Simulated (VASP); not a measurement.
PtSe2, 3 atoms in the cell. Symmetry: P-3m1, No. 164, trigonal system. The conventional cell has a = 3.724 Å, b = 3.724 Å, c = 5.062 Å, α = 90.00°, β = 90.00°, γ = 120.00°. Pt (site symmetry -3m) has 6 Se at 2.49 Å within 3.3 Å. Se (site symmetry 3m) has 3 Pt at 2.49 Å within 3.3 Å. 

| Quantity | Value |
| --- | --- |
| Program | VASP 6.6.1 |
| Task | single point |
| Functional | PBEsol |
| Dispersion | D3(BJ) |
| Potentials or basis | VASP PAW PBE potentials, release 64 (Pt, Se) |
| Cutoff | 520 eV |
| k mesh | 12 × 12 × 10 |
| Occupations | gaussian, width 0.15 eV |
| Spin | no spin polarisation |
| Dipole correction | no |
| Further INCAR settings | ALGO = Normal; EDIFF = 1e-07; NBANDS = 18 |

Potentials or basis: VASP PAW PBE potentials, release 64 (Pt, Se).

Run with:

```bash
$ cat potpaw_PBE.64/Pt/POTCAR potpaw_PBE.64/Se/POTCAR > POTCAR
$ mpirun -np 1 vasp_std > vasp.out
```

Hardware: 1 thread of Intel(R) Xeon(R) Platinum 8259CL CPU @ 2.50GHz (Skylake/Cascade Lake), on a shared host.

**Question.** Estimate the wall time of this run.

**Answer.** Run time: 3.4 min on 1 thread of Intel(R) Xeon(R) Platinum 8259CL CPU @ 2.50GHz (Skylake/Cascade Lake), with other jobs on the host, peak memory 0.32 GiB. Counts: scf iterations 14, k points 162.
